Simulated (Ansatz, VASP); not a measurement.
## One calculation of BN, two programs

```
CELL_PARAMETERS angstrom
0.00000 1.81300 1.81300
1.81300 0.00000 1.81300
1.81300 1.81300 0.00000
ATOMIC_POSITIONS crystal
N 0.25000 0.25000 0.25000
B 0.00000 0.00000 0.00000
```

Alike in both runs: task single point; functional PBE-based global hybrid with a share of 0.1 of exact exchange; k mesh 7 × 7 × 7; occupations fermi-dirac, width 0.05 eV; no spin polarisation.

|  | VASP | Ansatz |
| --- | --- | --- |
| version | VASP 6.6.1 | Ansatz 0.2.0 |
| potentials or method | VASP PAW PBE potentials, release 64 (N, B) | Ansatz PAW |
| plane-wave cutoff (eV) | 520 | 420 |
| valence electrons in the cell | 8 | 8 |

Ansatz gave:

| Item | Value |
| --- | --- |
| gap on the k mesh at the Fermi level (eV) | 5.54 |
| least direct gap on the mesh (eV) | 9.78 |
| pressure (GPa) | -4.1 |

Q: Which values does VASP return?

A: gap on the k mesh at the Fermi level (eV): 5.54; least direct gap on the mesh (eV): 9.77; pressure (GPa): -3.8.

VASP's potentials were made for PBE, not for PBE-based global hybrid. The functional is the same, so the differences come from potentials, cutoffs and numerics.

The k mesh is coarse, so the values compare programs but aren't converged. Noted on Ansatz's run: odd divisions of the mesh miss points on the zone boundary, where band edges often lie, so the gap on the mesh can be too wide.
